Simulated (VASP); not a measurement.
A run of VASP 6.6.1 is set up as follows.

Contents of INCAR:

```
SYSTEM = TaAl2
ALGO = Fast
EDIFF = 1E-7
EDIFFG = -0.01
ENCUT = 600
GGA = PE
IBRION = 2
ISIF = 3
ISMEAR = 0
LASPH = .True.
LCHARG = .False.
LREAL = .False.
LWAVE = .False.
NELM = 100
NSW = 100
PREC = Accurate
SIGMA = 0.1
```

Contents of KPOINTS:

```
k-points
0
Gamma
  16 16 8
  0 0 0
```

The input POSCAR:

```
TaAl2
1.0
    2.8185154503      0.0000000000      0.0000000000
    0.0000000000      2.8185154503      0.0000000000
    0.0000000000      0.0000000000      6.7845095125
Ta Al
1 2
Direct
    0.0000000000      0.0000000000      0.0000000000
    0.5000000000      0.5000000000      0.6919722602
    0.5000000000      0.5000000000      0.3080277398
```

Potentials or basis: VASP PAW PBE potentials, release 64 (Ta_pv, Al).

Launch:

```console
$ cat potpaw_PBE.64/Ta_pv/POTCAR potpaw_PBE.64/Al/POTCAR > POTCAR
$ mpirun -np 1 vasp_std > vasp.out
```

Task: What does it give for the relaxed volume?

Result: 17.99 Å³/atom.

Task: Estimate the space group after relaxing (to 0.05 Å).

Result: P4/mmm (No. 123).

Task: Estimate the relaxed cell.

Result: a = 2.827 Å, b = 2.827 Å, c = 6.751 Å, α = 90.00°, β = 90.00°, γ = 90.00°.

Forces on the atoms (eV/Å):
```
Ta   0.000  0.000  0.000
Al   0.000  0.000 -0.007
Al   0.000  0.000  0.007
```
